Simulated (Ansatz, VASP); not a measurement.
Pt: VASP beside Ansatz

The input INCAR:

```
SYSTEM = Pt
ALGO = Normal ; EDIFF = 1E-6
ENCUT = 520 ; GGA = PS
ISIF = 2 ; ISMEAR = 0
LASPH = .True. ; LCHARG = .True.
LELF = .True. ; LREAL = .False.
LVHAR = .True. ; LWAVE = .False.
NBANDS = 11 ; NELM = 80
PREC = Accurate ; SIGMA = 0.1
```

The input KPOINTS:

```
k-points
0
Gamma
  18 18 18
  0 0 0
```

Contents of POSCAR:

```
Pt
1.0
    0.0000000000      2.0480423960      2.0480423960
    2.0480423960      0.0000000000      2.0480423960
    2.0480423960      2.0480423960      0.0000000000
Pt
1
Direct
    0.0000000000      0.0000000000      0.0000000000
```

Input for Ansatz:

```yaml
crystal:
  lattice:
    - [0.0, 2.048042396, 2.048042396]
    - [2.048042396, 0.0, 2.048042396]
    - [2.048042396, 2.048042396, 0.0]
  atoms:
    - { symbol: Pt, position: [0.0, 0.0, 0.0] }
basis:
  ecutwfc: 420
kpoints:
  mp_grid: { grid: [18, 18, 18] }
hamiltonian:
  xc: pbesol
scf:
  occupations: { method: gaussian, width: 0.1 }
output:
  forces: true
  stress: true
  eigenvalues: true
```

Alike in both runs: task single point; functional PBEsol; k mesh 18 × 18 × 18; occupations gaussian, width 0.1 eV; no spin polarisation.

```csv
,VASP,Ansatz
version,VASP 6.6.1,Ansatz 0.2.0
potentials or method,"VASP PAW PBE potentials, release 64 (Pt), cutoff 520 eV","scalar-relativistic, plane waves, PAW"
valence electrons in the cell,10,18
```

```tsv
	VASP	Ansatz	Ansatz less VASP
gap on the k mesh at the Fermi level (eV)	none	none	-
pressure (GPa)	-26.9	-26.6	+0.30
```

VASP's potentials were made for PBE, not for PBEsol. A gap of «none» marks a metal or a gap that the smearing closes. VASP's potentials hold 10 valence electrons a cell and Ansatz's 18, so a difference there can come from the potentials and not from the codes.

Neither program's run includes spin-orbit coupling.
